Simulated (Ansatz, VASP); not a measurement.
**SnO: VASP beside Ansatz**

```
CELL_PARAMETERS angstrom
3.27113 0.00000 0.00000
0.00000 5.67410 0.00000
0.00000 0.00000 4.22197
ATOMIC_POSITIONS crystal
Sn 0.00000 0.23191 0.51314
Sn 0.50000 0.76809 0.01314
O 0.00000 0.89125 0.73686
O 0.50000 0.10875 0.23686
```

Change from the starting cell: strain -0.0250 x Voigt [1, 0, 0, 0, 0, 0], atoms carried along.

Alike in both runs: task single point; functional LDA; k mesh 8 × 6 × 6; occupations gaussian, width 0.05 eV; no spin polarisation.

|  | VASP | Ansatz |
| --- | --- | --- |
| version | VASP 6.6.1 | Ansatz 0.2.0 |
| potentials or method | VASP PAW LDA potentials, release 64 (Sn_d, O), cutoff 520 eV | scalar-relativistic, plane waves, PAW |
| valence electrons in the cell | 40 | 40 |

Ansatz gave:

```
gap on the k mesh at the Fermi level (eV)                     : 1.42
least direct gap on the mesh (eV)                             : 1.99
pressure (GPa)                                                : -3.4
traceless stress, the component that is largest in VASP (GPa) : 0.74
rms of the force components (eV/Å)                            : 0.212
```

Task: Estimate VASP's values.

Result: gap on the k mesh at the Fermi level (eV): 1.39; least direct gap on the mesh (eV): 1.95; pressure (GPa): -3.1; traceless stress, the component that is largest in VASP (GPa): 0.78; rms of the force components (eV/Å): 0.178.

LDA's correlation is that of Perdew and Zunger in VASP and of Perdew and Wang (1992) in Ansatz. Atom by atom the forces differ by 0.045 eV/Å (rms over components).
